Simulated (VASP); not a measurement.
Here is a VASP 6.6.1 calculation.

INCAR

```
  PREC = Accurate
  ENCUT = 520
  EDIFF = 1E-6
  ISMEAR = 0
  SIGMA = 0.1
  LREAL = False
  LASPH = True
  NELM = 60
  ALGO = Normal
  ISIF = 2
  LWAVE = False
  LCHARG = False
  GGA = PE
  NBANDS = 11
```

Contents of KPOINTS:

```
Automatic mesh
0
Gamma
  18 18 18
```

The input POSCAR:

```
Pt
1.0
    0.0000000000      1.9850561640      1.9850561640
    1.9850561640      0.0000000000      1.9850561640
    1.9850561640      1.9850561640      0.0000000000
Pt
1
Direct
    0.0000000000      0.0000000000      0.0000000000
```

Potentials or basis: VASP PAW PBE potentials, release 64 (Pt).

Run with:

```console
$ cat potpaw_PBE.64/Pt/POTCAR > POTCAR
$ mpirun -np 1 vasp_std > vasp.out
```

(1) Estimate the band gap on the k mesh.

(2) Estimate the pressure.

Answers

(1) zero (band 5 reaches 11.03 eV, above the bottom of band 6 at 8.94 eV).

(2) -0.5 GPa.

Caveat: spin-orbit coupling is left out, which moves the levels of the heavy elements.
